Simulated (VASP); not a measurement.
# Cl (Cmce) in VASP: notebook

The runs below take Cl through single point, with LDA.

All numbers are computed with VASP 6.6.1; they aren't measurements. Logs are shortened: lines on timing, memory, paths and dates and some standing lists are left out, and cuts for length are marked.

### 1 The cell of the first run

The structure is orthorhombic, space group Cmce (No. 64). The conventional cell has a = 6.342 Å, b = 3.814 Å, c = 8.003 Å, α = 90.00°, β = 90.00°, γ = 90.00°. Cl (site symmetry m) has 3 Cl at 2.10 to 2.90 Å within 3.0 Å.

### 2 Single point, LDA (24.20 Å³/atom)

Input file INCAR:

```
PREC = Accurate
ENCUT = 520
EDIFF = 1E-6
ISMEAR = -1
SIGMA = 0.05
LREAL = False
LASPH = True
NELM = 100
ALGO = Normal
ISIF = 2
LWAVE = False
LCHARG = False
GGA = CA
NBANDS = 22
```

Input file KPOINTS:

```
Automatic mesh
0
Gamma
  9 9 4
```

Input file POSCAR:

```
Cl
1.0
    3.1709139940     -1.9071086335      0.0000000000
    3.1709139940      1.9071086335      0.0000000000
    0.0000000000      0.0000000000      8.0030725691
Cl
4
Direct
    0.8627134636      0.1372865364      0.1133641751
    0.6372865364      0.3627134636      0.6133641751
    0.1372865364      0.8627134636      0.8866358249
    0.3627134636      0.6372865364      0.3866358249
```

Potentials or basis: VASP PAW LDA potentials, release 64 (Cl).

On the command line:

```bash
$ cat potpaw_LDA.64/Cl/POTCAR > POTCAR
$ mpirun -np 1 vasp_std > vasp.out
```

OUTCAR:

```text
PREC = Accurate
   ENCUT = 520
   EDIFF = 1E-6
   ISMEAR = -1
   LREAL = False
   LASPH = True
   NELM = 100
   ISIF = 2
   GGA = CA

 ion  position               nearest neighbor table
   1  0.863  0.137  0.113-   3 2.10
   2  0.637  0.363  0.613-   4 2.10
   3  0.137  0.863  0.887-   1 2.10
   4  0.363  0.637  0.387-   2 2.10

  LATTYP: Found a base centered orthorhombic cell.
 ALAT       =     3.8142172670
 B/A-ratio  =     1.6626813692
 C/A-ratio  =     2.0982214722

  Lattice vectors:

 A1 = (  -3.1709139940,  -1.9071086335,   0.0000000000)
 A2 = (   3.1709139940,  -1.9071086335,   0.0000000000)
 A3 = (   0.0000000000,   0.0000000000,   8.0030725691)

Analysis of symmetry for initial positions (statically):
=====================================================================
 Subroutine PRICEL returns:
 Original cell was already a primitive cell.

 Routine SETGRP: Setting up the symmetry group for a
 base centered orthorhombic supercell.

 Subroutine GETGRP returns: Found  8 space group operations
 (whereof  4 operations were pure point group operations)
 out of a pool of  8 trial point group operations.

The static configuration has the point symmetry C_2h.
 The point group associated with its full space group is D_2h.

Analysis of symmetry for dynamics (positions and initial velocities):
=====================================================================
 Subroutine PRICEL returns:
 Original cell was already a primitive cell.

 Routine SETGRP: Setting up the symmetry group for a
 base centered orthorhombic supercell.

 Subroutine GETGRP returns: Found  8 space group operations
 (whereof  4 operations were pure point group operations)
 out of a pool of  8 trial point group operations.

The dynamic configuration has the point symmetry C_2h.
 The point group associated with its full space group is D_2h.

 Subroutine INISYM returns: Found  8 space group operations
 (whereof  4 operations are pure point group operations),
 and found     1 'primitive' translations

----------------------------------------------------------------------------------------

                                     Primitive cell

  volume of cell :      96.7936

  direct lattice vectors                    reciprocal lattice vectors
     3.170913994 -1.907108634  0.000000000     0.157683242 -0.262176989  0.000000000
     3.170913994  1.907108634  0.000000000     0.157683242  0.262176989  0.000000000
     0.000000000  0.000000000  8.003072569     0.000000000  0.000000000  0.124952010

  length of vectors
     3.700237681  3.700237681  8.003072569     0.305942443  0.305942443  0.124952010

  position of ions in fractional coordinates (direct lattice)
     0.862713464  0.137286536  0.113364175
     0.637286536  0.362713464  0.613364175
     0.137286536  0.862713464  0.886635825
     0.362713464  0.637286536  0.386635825

  ion indices of the primitive-cell ions
   primitive index   ion index
                 1           1
                 2           2
                 3           3
                 4           4

----------------------------------------------------------------------------------------

 KPOINTS: Automatic mesh

Automatic generation of k-mesh.
 Grid dimensions read from file:
 generate k-points for:    9    9    4

 Generating k-lattice:

  Cartesian coordinates                     Fractional coordinates (reciprocal lattice)
     0.017520360 -0.029130777  0.000000000     0.111111111  0.000000000  0.000000000
     0.017520360  0.029130777  0.000000000     0.000000000  0.111111111  0.000000000
     0.000000000  0.000000000  0.031238002     0.000000000  0.000000000  0.250000000

  Length of vectors
     0.033993605  0.033993605  0.031238002

  Shift w.r.t. Gamma in fractional coordinates (k-lattice)
     0.000000000  0.000000000  0.000000000

 Subroutine IBZKPT returns following result:
 ===========================================

 Found     75 irreducible k-points:

 Following reciprocal coordinates:
            Coordinates               Weight
  0.000000  0.000000  0.000000      1.000000
  0.111111  0.000000  0.000000      4.000000
  0.222222  0.000000  0.000000      4.000000
  0.333333  0.000000  0.000000      4.000000
  0.444444  0.000000  0.000000      4.000000
  0.111111  0.111111  0.000000      2.000000
[... 16 lines left out ...]
 -0.333333  0.333333  0.000000      2.000000
  0.444444  0.444444  0.000000      2.000000
 [... further k-points ...]
   k-points           NKPTS =     75   k-points in BZ     NKDIM =     75   number of bands    NBANDS=     22
   number of dos      NEDOS =    301   number of ions     NIONS =      4
   total plane-waves  NPLWV =  47040
   dimension x,y,z NGX =    28 NGY =   28 NGZ =   60
   dimension x,y,z NGXF=    56 NGYF=   56 NGZF=  120
   ions per type =               4
   NGX,Y,Z   is equivalent  to a cutoff of  12.58, 12.58, 12.46 a.u.
   NGXF,Y,Z  is equivalent  to a cutoff of  25.16, 25.16, 24.93 a.u.
 SYSTEM =  unknown system
   PREC   = accura    normal or accurate (medium, high low for compatibility)
   ISTART =      0    job   : 0-new  1-cont  2-samecut
   ICHARG =      2    charge: 1-file 2-atom 10-const
   ISPIN  =      1    spin polarized calculation?
   LNONCOLLINEAR =      F non collinear calculations
   LSORBIT =      F    spin-orbit coupling
   LASPH  =      T    aspherical Exc in radial PAW
   ENCUT  =  520.0 eV  38.22 Ry    6.18 a.u.   6.88  6.88 14.88*2*pi/ulx,y,z
   NELM   =    100;   NELMIN=  2; NELMDL= -5     # of ELM steps
   EDIFF  = 0.1E-05   stopping-criterion for ELM
   LREAL  =      F    real-space projection
   EDIFFG = 0.1E-04   stopping-criterion for IOM
   NSW    =      0    number of steps for IOM
   IBRION =     -1    ionic relax: 0-MD 1-quasi-New 2-CG
   NFREE  =      0    steps in history (QN), initial steepest desc. (CG)
   ISIF   =      2    stress and relaxation
   ISYM   =      2    0-nonsym 1-usesym 2-fastsym
   POTIM  = 0.5000    time-step for ionic-motion
   TEBEG  =    0.0;   TEEND  =   0.0 temperature during run
   PSTRESS=    0.0 pullay stress
   NELECT =      28.0000    total number of electrons
   NUPDOWN=      -1.0000    fix difference up-down
   EMIN   =  10.00;   EMAX   =-10.00  energy-range for DOS
   EFERMI =   0.00;   METHOD = LEGACY
   ISMEAR =    -1;   SIGMA  =   0.05  broadening in eV -4-tet -1-fermi 0-gaus
   EFERMI_NEDOS =   21; number of points for ismear=-14 and -15
   IALGO  =     38    algorithm
   IMIX   =      4    mixing-type and parameters
     AMIX     =   0.40;   BMIX     =  1.00
     AMIX_MAG =   1.60;   BMIX_MAG =  1.00
  volume/ion in A,a.u.               =      24.20       163.30
  Fermi-wavevector in a.u.,A,eV,Ry     =   1.082710  2.046024 15.949565  1.172260
  Thomas-Fermi vector in A             =   2.218758
   LORBIT       =      0    0 simple, 1 ext, 2 COOP (PROOUT), +10 PAW based schemes
   GGA     = CA    functional components
   LHFCALC =     F    Hartree Fock is set to
   AEXX    =    0.0000 exact exchange contribution
   IVDW    =     0    specifies the selected vdW correction
   LEPSILON=     F    determine dielectric tensor
   LRPA    =     F    only Hartree local field effects (RPA)
 non-spin polarized calculation
  energy-cutoff  :      520.00
  volume of cell :       96.79
 maximum number of plane-waves:      2624
   NGX = 13   NGY = 13   NGZ = 29

 number of electron      28.0000008 magnetization

 Free energy of the ion-electron system (eV)
  ---------------------------------------------------
  ext. energy  EPLUGINS =         0.00000000
  ---------------------------------------------------
  free energy    TOTEN  =        -9.04826875 eV

  energy without entropy =       -9.04826875  energy(sigma->0) =       -9.04826875

 E-fermi :   1.5532     XC(G=0):  -9.1547

 val. band max:        0.7635411505   @ k =   0.0000   0.0000   0.0000
 cond. band min:       2.4033108582   @ k =   0.0000   0.0000   0.0000
 fundamental gap:      1.6397697077
 Fermi energy:         1.5532029779

 k-point     1 :       0.0000    0.0000    0.0000
  band No.  band energies     occupation
      1     -15.8817      2.00000
      2     -15.2893      2.00000
      3     -12.7307      2.00000
      4     -11.3170      2.00000
      5      -5.1562      2.00000
      6      -3.2994      2.00000
[... 14 lines left out ...]
     21      11.4187      0.00000
     22      11.8700      0.00000

 k-point     2 :       0.1111    0.0000    0.0000
  band No.  band energies     occupation
      1     -15.8296      2.00000
      2     -15.2660      2.00000
      3     -12.6853      2.00000
      4     -11.3615      2.00000
      5      -5.1464      2.00000
      6      -3.4096      2.00000
[... 14 lines left out ...]
     21      11.1989      0.00000
     22      11.4286      0.00000

 k-point     3 :       0.2222    0.0000    0.0000
  band No.  band energies     occupation
      1     -15.6864      2.00000
      2     -15.2119      2.00000
      3     -12.5586      2.00000
      4     -11.4913      2.00000
      5      -5.1333      2.00000
      6      -3.7674      2.00000
[... 14 lines left out ...]
     21      10.6981      0.00000
     22      11.3766      0.00000

 k-point     4 :       0.3333    0.0000    0.0000
  band No.  band energies     occupation
      1     -15.4919      2.00000
      2     -15.1696      2.00000
      3     -12.3739      2.00000
      4     -11.6891      2.00000
      5      -5.1222      2.00000
      6      -4.2953      2.00000
[... 14 lines left out ...]
     21      11.0945      0.00000
     22      11.9091      0.00000

 k-point     5 :       0.4444    0.0000    0.0000
  band No.  band energies     occupation
      1     -15.3071      2.00000
      2     -15.1919      2.00000
      3     -12.1561      2.00000
      4     -11.9217      2.00000
      5      -5.0341      2.00000
      6      -4.7623      2.00000
[... 417 lines left out ...]
 k-point    22 :      -0.4444    0.3333    0.0000
  band No.  band energies     occupation
      1     -15.4417      2.00000
      2     -15.0557      2.00000
      3     -12.3222      2.00000
      4     -11.4857      2.00000
      5      -4.9254      2.00000
      6      -3.9802      2.00000
[... 14 lines left out ...]
     21      11.1957      0.00000
     22      11.1995      0.00000

 k-point    23 :      -0.3333    0.3333    0.0000
  band No.  band energies     occupation
      1     -15.3283      2.00000
      2     -15.0964      2.00000
      3     -12.2020      2.00000
      4     -11.7260      2.00000
      5      -4.9335      2.00000
      6      -4.4683      2.00000
[... 14 lines left out ...]
     21      11.2907      0.00000
     22      11.9389      0.00000

 k-point    24 :       0.4444    0.4444    0.0000
  band No.  band energies     occupation
      1     -15.5536      2.00000
      2     -15.0452      2.00000
      3     -12.4196      2.00000
      4     -11.2499      2.00000
      5      -4.8806      2.00000
      6      -3.6557      2.00000
[... 14 lines left out ...]
     21      11.5820      0.00000
     22      12.1558      0.00000

 [... further k-points ...]
[... 5 lines left out ...]
  --------------------------------------------------------------------------------------
  -------------------------------------------------------------------------------------
  Total       -0.4026880     -1.8609254     -3.8319626      0.0000000      0.0000000      0.0000000
  in kB       -6.6654990    -30.8029926    -63.4286100      0.0000000      0.0000000      0.0000000
  external PRESSURE =     -33.6323672 kB  Pullay stress =       0.0000000 kB

 VOLUME and BASIS-vectors are now :
 -----------------------------------------------------------------------------
  energy-cutoff  :      520.00
  volume of cell :       96.79
      direct lattice vectors                 reciprocal lattice vectors
     3.170913994 -1.907108634  0.000000000     0.157683242 -0.262176989  0.000000000
     3.170913994  1.907108634  0.000000000     0.157683242  0.262176989  0.000000000
     0.000000000  0.000000000  8.003072569     0.000000000  0.000000000  0.124952010

 POSITION                                       TOTAL-FORCE (eV/Angst)
 -----------------------------------------------------------------------------------
      3.17091     -1.38347      0.90726         0.000000     -0.400108     -0.567321
      3.17091     -0.52364      4.90880         0.000000      0.400108     -0.567321
      3.17091      1.38347      7.09581         0.000000      0.400108      0.567321
      3.17091      0.52364      3.09427         0.000000     -0.400108      0.567321
 -----------------------------------------------------------------------------------
    total drift:                                0.000000      0.000000      0.000000

  FREE ENERGIE OF THE ION-ELECTRON SYSTEM (eV)
  ---------------------------------------------------
  free  energy   TOTEN  =        -9.0482687546 eV

  energy  without entropy=       -9.0482687452  energy(sigma->0) =       -9.04826875
```

It took 2.3 min on 1 thread of AMD EPYC 7R43 (Zen 3), shared host; peak memory 0.2 GiB.

Results:

| Item | Value |
| --- | --- |
| Free energy | -9.0483 eV |
| Pressure | -3.4 GPa |
| Largest force | 0.694 eV/Å |
| Band gap on the k mesh | 1.64 eV |

Forces on the atoms (eV/Å):
```
Cl   0.000 -0.400 -0.567
Cl   0.000  0.400 -0.567
Cl   0.000  0.400  0.567
Cl   0.000 -0.400  0.567
```

Caveat: the stress differs along the axes, from -6 to -1 GPa. A k mesh can miss the band edges.

### 3 Single point, LDA (25.09 Å³/atom)

This run uses another cell than the first one, of 25.09 Å³/atom.

Input file INCAR:

```
ALGO = Normal
EDIFF = 1E-6
ENCUT = 520
ISIF = 2
ISMEAR = -1
LASPH = T
LCHARG = F
LREAL = F
LWAVE = F
NBANDS = 22
NELM = 60
PREC = Accurate
SIGMA = 0.05
```

Input file KPOINTS:

```
k-points
0
Gamma
  9 9 4
```

Input file POSCAR:

```
Cl
1.0
    3.2095874883     -1.9303683482      0.0000000000
    3.2095874883      1.9303683482      0.0000000000
    0.0000000000      0.0000000000      8.1006806348
Cl
4
Direct
    0.8627134636      0.1372865364      0.1133641751
    0.6372865364      0.3627134636      0.6133641751
    0.1372865364      0.8627134636      0.8866358249
    0.3627134636      0.6372865364      0.3866358249
```

Potentials or basis: VASP PAW LDA potentials, release 64 (Cl).

On the command line:

```bash
$ cat potpaw_LDA.64/Cl/POTCAR > POTCAR
$ mpirun -np 1 vasp_std > vasp.out
```

Wall time 3.1 min (1 thread of AMD EPYC 7R43 (Zen 3), shared host); peak memory 0.19 GiB.

It converged, with:

```
Free energy            : -8.9623 eV
Pressure               : -4.4 GPa
Largest force          : 0.931 eV/Å
Band gap on the k mesh : 1.53 eV
```

Forces in eV/Å, atoms in the order of the input:
```
Cl   0.000 -0.539 -0.759
Cl   0.000  0.539 -0.759
Cl   0.000  0.539  0.759
Cl   0.000 -0.539  0.759
```

Stress tensor (GPa, compression positive):
```
-0.85  0.00  0.00
 0.00 -4.06  0.00
 0.00  0.00 -8.37
```

Levels at points of the mesh, in eV from the valence-band top:
| k point | band 12 | band 13 | band 14 | band 15 | band 16 | band 17 |
| --- | --- | --- | --- | --- | --- | --- |
| (0.00, 0.00, 0.00) | -0.59 | -0.31 | 0.00 | 1.53 | 2.53 | 6.65 |
| (0.00, 0.00, 0.50) | -1.12 | -0.14 | -0.14 | 1.95 | 1.95 | 7.11 |

Caveat: the stress differs along the axes, from -8 to -1 GPa.
